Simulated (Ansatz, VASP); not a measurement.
**Two plane-wave programs on Ge**

```
Ge
1.0
    -1.86590    1.86590    4.22106
     1.86590   -1.86590    4.22106
     1.86590    1.86590   -4.22106
Ge
3
Direct
  0.16662 0.16662 0.00000
  0.83338 0.83338 0.00000
  0.50000 0.50000 0.00000
```

Alike in both runs: functional PBE; k mesh 4 × 4 × 4; occupations gaussian, width 0.1 eV; no spin polarisation.

Ansatz relaxed the structure, and its values are those at the end. VASP's run is a single point on that final structure, the one shown.

```csv
,VASP,Ansatz
version,VASP 6.6.1,Ansatz 0.2.0
potentials or method,"VASP PAW PBE potentials, release 64 (Ge_d), cutoff 520 eV","scalar-relativistic, plane waves, PAW"
valence electrons in the cell,42,42
```

|  | VASP | Ansatz | Ansatz less VASP |
| --- | --- | --- | --- |
| gap on the k mesh at the Fermi level (eV) | none | none | - |
| pressure (GPa) | 0.0 | 0.0 | 0.00 |

A gap of «none» marks a metal or a gap that the smearing closes.

The k mesh is coarse, so the values compare programs but aren't converged.
